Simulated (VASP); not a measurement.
Input of a VASP 6.6.1 run:

File POSCAR:

```
PbSe
1.0
    0.0000000000      3.0841604459      3.0841604459
    3.0841604459      0.0000000000      3.0841604459
    3.0841604459      3.0841604459      0.0000000000
Pb Se
1 1
Direct
    0.0000000000      0.0000000000      0.0000000000
    0.5000000000      0.5000000000      0.5000000000
```

INCAR.step1

```
SYSTEM = PbSe
PREC = Accurate
ENCUT = 520
EDIFF = 1E-5
ISMEAR = -1
SIGMA = 0.05
LREAL = .FALSE.
LASPH = .TRUE.
NELM = 100
ALGO = Normal
ISIF = 2
LWAVE = .TRUE.
LCHARG = .FALSE.
NBANDS = 17
GGA = PE
```

Contents of INCAR.step2:

```
SYSTEM = PbSe
PREC = Accurate
ENCUT = 520
EDIFF = 1E-7
ISMEAR = -1
SIGMA = 0.05
LREAL = .FALSE.
LASPH = .TRUE.
NELM = 100
ALGO = Normal
ISIF = 2
LWAVE = .FALSE.
LCHARG = .FALSE.
GGA = PE
LHFCALC = .TRUE.
HFSCREEN = 0.2079
PRECFOCK = Normal
NBANDS = 17
ISTART = 1
```

The input KPOINTS:

```
regular mesh
0
G
  4 4 4
  0 0 0
```

Potentials or basis: VASP PAW PBE potentials, release 64 (Pb_d, Se).

Run with:

```sh
$ cat potpaw_PBE.64/Pb_d/POTCAR potpaw_PBE.64/Se/POTCAR > POTCAR
$ cp INCAR.step1 INCAR
$ mpirun -np 1 vasp_std > vasp.out
$ cp INCAR.step2 INCAR
$ mpirun -np 1 vasp_std > vasp.out
```

Task: Estimate the pressure.

Result: 0.0 GPa.

Task: Estimate the band gap on the k mesh.

Result: 0.79 eV.

Caveat: the k points lie up to 0.44 Å⁻¹ apart; the PAW data sets were made with another functional, which shifts forces and pressure a little; spin-orbit coupling is left out, which moves the levels of the heavy elements. A k mesh can miss the band edges.
